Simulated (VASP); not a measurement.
Crystal: Al4B3P.

```
Al B P
1.0
     3.44514   -0.00944    0.00935
    -1.73075    3.04686    0.03487
     0.02561    0.12503    9.72005
Al B P
4 3 1
Direct
  0.68912 0.36412 0.33204
  0.67527 0.33584 0.86796
  0.33377 0.68062 0.65215
  0.33327 0.64940 0.12493
  0.98971 0.99800 0.00293
  0.99965 0.99292 0.82940
  0.99248 0.98464 0.18626
  0.98672 0.99446 0.50434
```

* Program: VASP 6.6.1
* Task: relaxation of cell and atoms
* Functional: PBE
* Potentials or basis: VASP PAW PBE potentials, release 64 (Al, B, P)
* Cutoff: 600 eV
* k mesh: 6 × 6 × 2
* Occupations: gaussian, width 0.2 eV
* Spin: no spin polarisation

At the start: pressure 2.5 GPa; volume 12.73 Å³/atom.

Q: Where does the relaxation end?

A: Over 54 steps the energy falls by 128.2 meV/atom and the volume is 12.42 Å³/atom (-2.4 %); space group P1 (No. 1, to 0.1 Å) before, R-3m (No. 166, to 0.1 Å).

Step by step:
| step | energy change (eV) | largest force (eV/Å) | pressure (GPa) | volume (Å³) |
| --- | --- | --- | --- | --- |
| 1 | 0.0000 | 0.7559 | 2.50 | 101.85 |
| 3 | -0.1403 | 0.3284 | -1.32 | 104.87 |
| 5 | -0.1796 | 0.2680 | 0.97 | 102.81 |
| 7 | -0.1953 | 0.1571 | -0.19 | 103.53 |
| 9 | -0.2087 | 0.2019 | -0.26 | 103.56 |
| 11 | -0.2242 | 0.3152 | 1.17 | 102.27 |
| 13 | -0.2341 | 0.3426 | 1.20 | 102.22 |
| 15 | -0.2732 | 0.5393 | 1.52 | 101.99 |
| 17 | -0.2852 | 0.7641 | 1.91 | 101.82 |
| 19 | -0.3305 | 0.7585 | 1.11 | 102.62 |
| 21 | -0.3947 | 0.9170 | -0.12 | 104.03 |
| 23 | -0.4604 | 0.9761 | -1.23 | 106.10 |
| 25 | -0.5411 | 0.4149 | -0.18 | 104.88 |
| 27 | -0.5973 | 0.2547 | -0.03 | 105.20 |
| 29 | -0.6235 | 0.2094 | -0.60 | 105.63 |
| 31 | -0.6640 | 0.3056 | 0.08 | 104.68 |
| 33 | -0.7102 | 0.6702 | -0.17 | 103.17 |
| 35 | -0.7383 | 0.4426 | -0.22 | 103.27 |
| 37 | -0.8552 | 0.6666 | -0.35 | 100.60 |
| 39 | -0.8977 | 0.4581 | 0.59 | 99.53 |
| 41 | -0.9727 | 0.4830 | -1.10 | 100.65 |
| 43 | -1.0025 | 0.2178 | 0.52 | 99.33 |
| 45 | -1.0095 | 0.1652 | -0.41 | 99.88 |
| 47 | -1.0172 | 0.1361 | 0.30 | 99.16 |
| 49 | -1.0221 | 0.1195 | -0.07 | 99.37 |
| 51 | -1.0247 | 0.0543 | -0.02 | 99.35 |
| 53 | -1.0254 | 0.0342 | 0.05 | 99.31 |
| 54 | -1.0257 | 0.0182 | -0.05 | 99.37 |

Final structure:
```xyz
8
Lattice="3.4899 -0.0185 0.3366 -1.7527 3.0450 -0.0069 0.8680 0.5222 9.4920" Properties=species:S:1:pos:R:3 pbc="T T T"
Al    1.5501    0.6451    3.3571
Al    2.8293    1.3996    8.5561
Al    1.2727    2.5132    6.4654
Al   -0.0027    1.7754    1.2677
B    -0.7736    3.3827    9.4856
B     1.1424    0.4278    7.7362
B     1.6841    2.7475    2.0860
P     3.1524    1.5643    5.0787
```
